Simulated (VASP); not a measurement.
The system is I.

```
I
1.0
    -1.61746    1.61746    4.26481
     1.61746   -1.61746    4.26481
     1.61746    1.61746   -4.26481
I
1
Cartesian
  0.0000 0.0000 0.0000
```

Base run:

```yaml
Program: VASP 6.6.1
Functional: r2SCAN
Potentials_or_basis: VASP PAW PBE potentials, release 64 (I)
Cutoff: 520 eV
k_mesh: 16 × 16 × 16
Occupations: methfessel-paxton, width 0.1 eV
Spin: no spin polarisation
```

Its results: pressure -0.5 GPa.

Q: After a change of settings the same cell gave: pressure -1.4 GPa. Which change was it?
A. functional from r2SCAN to r2SCAN0; k mesh from 16 × 16 × 16 to 7 × 7 × 7
B. k mesh from 16 × 16 × 16 to 10 × 10 × 10
C. k mesh from 16 × 16 × 16 to 19 × 19 × 19; further incar settings from ALGO = Normal; EDIFF = 1e-06; NBANDS = 10 to ALGO = Normal; EDIFF = 1e-07; NBANDS = 10
D. k mesh from 16 × 16 × 16 to 13 × 13 × 13; further incar settings from ALGO = Normal; EDIFF = 1e-06; NBANDS = 10 to ALGO = Normal; EDIFF = 1e-07; NBANDS = 10

A: A.

Caveats: some runs use coarse meshes; the PAW data sets were made with another functional, which shifts forces and pressure a little; an odd number of electrons without spin polarisation forces a metal; a magnetic or distorted state may lie lower.
